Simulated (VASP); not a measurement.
Input of a VASP 6.6.1 run:

File INCAR:

```
ALGO = Normal ; EDIFF = 1E-6
ENCUT = 600 ; GGA = PE
GGA_COMPAT = False ; ISIF = 2
ISMEAR = -1 ; ISPIN = 2
LASPH = True ; LCHARG = False
LMAXMIX = 6 ; LORBIT = 11
LREAL = False ; LWAVE = False
MAGMOM = 0 0 0.8 ; NBANDS = 32
NELM = 200 ; NUPDOWN = 0.8
PREC = Accurate ; SIGMA = 0.05
```

KPOINTS

```
k-points
0
Gamma
  6 6 5
```

POSCAR

```
LaFeGe
1.0
    4.2318077991      0.0000000000      0.0000000000
   -2.1159038996      3.6648530580      0.0000000000
    0.0000000000      0.0000000000      4.2857840000
La Ge Fe
1 1 1
Direct
    0.0000000000      0.0000000000      0.0000000000
    0.6666666667      0.3333333333      0.5000000000
    0.3333333333      0.6666666667      0.5000000000
```

Potentials or basis: VASP PAW PBE potentials, release 64 (La, Ge_d, Fe_sv).

Command:

```bash
$ cat potpaw_PBE.64/La/POTCAR potpaw_PBE.64/Ge_d/POTCAR potpaw_PBE.64/Fe_sv/POTCAR > POTCAR
$ mpirun -np 1 vasp_std > vasp.out
```

Question: What does it give for the pressure?

Answer: -3.1 GPa.

Stress tensor (GPa, compression positive):
```
-3.52  0.00  0.00
 0.00 -3.52  0.00
 0.00  0.00 -2.30
```

Caveat: the cell stands under tension; the total moment is fixed, so each spin has its own Fermi level.
